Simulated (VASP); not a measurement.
Input of a VASP 6.6.1 run:

INCAR

```
PREC = Accurate
ENCUT = 520
EDIFF = 1E-6
ISMEAR = 0
SIGMA = 0.15
LREAL = F
LASPH = T
NELM = 80
ALGO = Normal
ISIF = 2
LWAVE = F
LCHARG = T
GGA = PE
IVDW = 12
LELF = T
LVHAR = T
NBANDS = 18
```

File KPOINTS:

```
Automatic mesh
0
Gamma
  12 12 10
```

File POSCAR:

```
PtSe2
1.0
    4.0734386248      0.0000000000      0.0000000000
   -2.0367193124      3.5277013298      0.0000000000
    0.0000000000      0.0000000000      4.8218263543
Pt Se
1 2
Direct
    0.0000000000      0.0000000000      0.0000000000
    0.3333333333      0.6666666667      0.2655437501
    0.6666666667      0.3333333333      0.7344562499
```

Potentials or basis: VASP PAW PBE potentials, release 64 (Pt, Se).

Command:

```sh
$ cat potpaw_PBE.64/Pt/POTCAR potpaw_PBE.64/Se/POTCAR > POTCAR
$ mpirun -np 1 vasp_std > vasp.out
```

Task: Predict the pressure.

Result: -14.5 GPa.

Task: Estimate the band gap on the k mesh.

Result: Zero (bands 11 and 12 overlap by 0.80 eV).

Task: Predict the largest force.

Result: 0.997 eV/Å.

Forces in eV/Å, atoms in the order of the input:
```
Pt   0.000  0.000  0.000
Se   0.000  0.000 -0.997
Se   0.000  0.000  0.997
```

Caveat: the cell differs from its parent crystal (strain +0.080 along x and y, +0.000 along z); the stress differs along the axes, from -17 to -9 GPa; spin-orbit coupling is left out, which moves the levels of the heavy elements.
